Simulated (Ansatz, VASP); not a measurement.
## One calculation of Gd, two programs

```xyz
2
Lattice="3.6483 0.0000 0.0000 -1.8242 3.1595 0.0000 0.0000 0.0000 5.8327" Properties=species:S:1:pos:R:3 pbc="T T T"
Gd    0.0000    2.1064    1.4582
Gd    1.8242    1.0532    4.3745
```

Alike in both runs: task single point; functional PBE; k mesh 3 × 3 × 2; occupations fermi-dirac, width 0.05 eV; collinear spin.

|  | VASP | Ansatz |
| --- | --- | --- |
| version | VASP 6.6.1 | Ansatz 0.2.0 |
| potentials or method | VASP PAW PBE potentials, release 64 (Gd), cutoff 520 eV | plane waves (420 eV) with PAW, scalar-relativistic |
| valence electrons in the cell | 36 | 36 |

VASP gave:

| Quantity | Value |
| --- | --- |
| pressure (GPa) | -1.6 |
| traceless stress, the component that is largest in VASP (GPa) | 0.42 |
| net moment per atom (μB) | 7.77 |
| size of the moment on the site where the two differ most (μB) | 7.02 |

Problem. What did Ansatz give for the same quantities?

Solution. Pressure (GPa): -1.5; traceless stress, the component that is largest in VASP (GPa): 0.44; net moment per atom (μB): 7.77; size of the moment on the site where the two differ most (μB): 7.42.

Site moments also hang on the region over which each program counts them.

The k mesh is coarse, so the values compare programs but aren't converged. Neither program's run includes spin-orbit coupling.
